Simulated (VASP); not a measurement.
Al3GaN4, 8 atoms in the cell. Symmetry: P-42m, No. 111, tetragonal system. Conventional cell: a = 4.269 Å, b = 4.269 Å, c = 4.532 Å, α = 90.00°, β = 90.00°, γ = 90.00°. Al (site symmetry -42m) has 4 N at 1.87 Å within 2.5 Å. Al (site symmetry 222) has 4 N at 1.87 Å within 2.5 Å. Within 2.6 Å of Ga (site symmetry -42m) lie 4 N at 1.93 Å. N (site symmetry m) has 3 Al at 1.87 Å and 1 Ga at 1.93 Å within 2.5 Å. 

| Quantity | Value |
| --- | --- |
| Program | VASP 6.6.1 |
| Task | single point |
| Functional | r2SCAN |
| Potentials or basis | VASP PAW PBE potentials, release 64 (Al, Ga_d, N) |
| Cutoff | 520 eV |
| k mesh | 6 × 6 × 6 |
| Occupations | gaussian, width 0.02 eV |
| Spin | no spin polarisation |
| Dipole correction | no |
| Further INCAR settings | ALGO = Normal; EDIFF = 1e-06; NBANDS = 31 |

Potentials or basis: VASP PAW PBE potentials, release 64 (Al, Ga_d, N).

Command:

```console
$ cat potpaw_PBE.64/Al/POTCAR potpaw_PBE.64/Ga_d/POTCAR potpaw_PBE.64/N/POTCAR > POTCAR
$ cp INCAR.step1 INCAR
$ mpirun -np 1 vasp_std > vasp.out
$ cp INCAR.step2 INCAR
$ mpirun -np 1 vasp_std > vasp.out
```

Hardware: 1 thread of Intel Xeon 8259CL, with other jobs on the host.

Task: Estimate the wall time of this run.

Result: It took 6 min on 1 thread of Intel Xeon 8259CL, with other jobs on the host, peak memory 0.25 GiB. Counts: k points 40.
